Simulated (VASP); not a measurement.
## ZnS: single point with PBE

The system is ZnS.

```xyz
4
Lattice="2.7122 2.7122 0.0000 -2.7122 2.7122 0.0000 0.0000 0.0000 5.4967" Properties=species:S:1:pos:R:3 pbc="T T T"
Zn    0.0000    0.0000    0.0000
Zn    0.0000    2.7122    2.7484
S     1.3561    1.3561    4.1225
S    -1.3561    1.3561    1.3742
```

This cell differs from its parent crystal: uniaxial strain along c: +1.0 %, then relaxed in part.

```json
{
  "Program": "VASP 6.6.1",
  "Task": "single point",
  "Functional": "PBE",
  "Potentials or basis": "VASP PAW PBE potentials, release 64 (Zn, S)",
  "Cutoff": "520 eV",
  "k mesh": "8 × 8 × 6",
  "Occupations": "gaussian, width 0.02 eV",
  "Spin": "no spin polarisation",
  "Dipole correction": "no",
  "Further INCAR settings": "ALGO = Normal; EDIFF = 1e-06; NBANDS = 26"
}
```

```json
{
 "Pressure": "0.0 GPa",
 "Band gap on the k mesh": "1.99 eV"
}
```

Stress tensor (GPa, compression positive):
```
 0.13  0.00  0.00
 0.00  0.13  0.00
 0.00  0.00 -0.42
```

Levels at points of the mesh, in eV from the valence-band top:
```tsv
k point	band 14	band 15	band 16	band 17	band 18	band 19	band 20	band 21	band 22	band 23
(0.00, 0.00, 0.00)	-2.10	-2.10	-0.05	0.00	0.00	1.99	3.49	4.14	6.40	6.40
(0.50, 0.00, 0.00)	-3.90	-2.47	-2.47	-0.84	-0.84	4.79	4.79	6.65	6.65	7.17
(0.50, 0.50, 0.00)	-4.45	-2.18	-2.18	-2.16	-2.16	3.43	3.43	4.02	4.02	10.84
(0.00, 0.00, 0.50)	-2.59	-1.17	-1.17	-1.17	-1.17	4.41	4.41	4.62	4.62	8.50
(0.50, 0.00, 0.50)	-5.15	-0.88	-0.88	-0.81	-0.81	3.24	3.24	6.87	6.87	6.98
(0.50, 0.50, 0.50)	-4.46	-2.65	-2.65	-2.64	-2.64	5.64	5.64	5.85	5.85	7.69
```

Run time: 2.6 min on 1 thread of AMD EPYC 7R43 64-Core Processor (Zen 3) (shared host), peak memory 0.21 GiB.

Caveat: the cell differs from its parent crystal (uniaxial strain along c: +1.0 %, then relaxed in part).
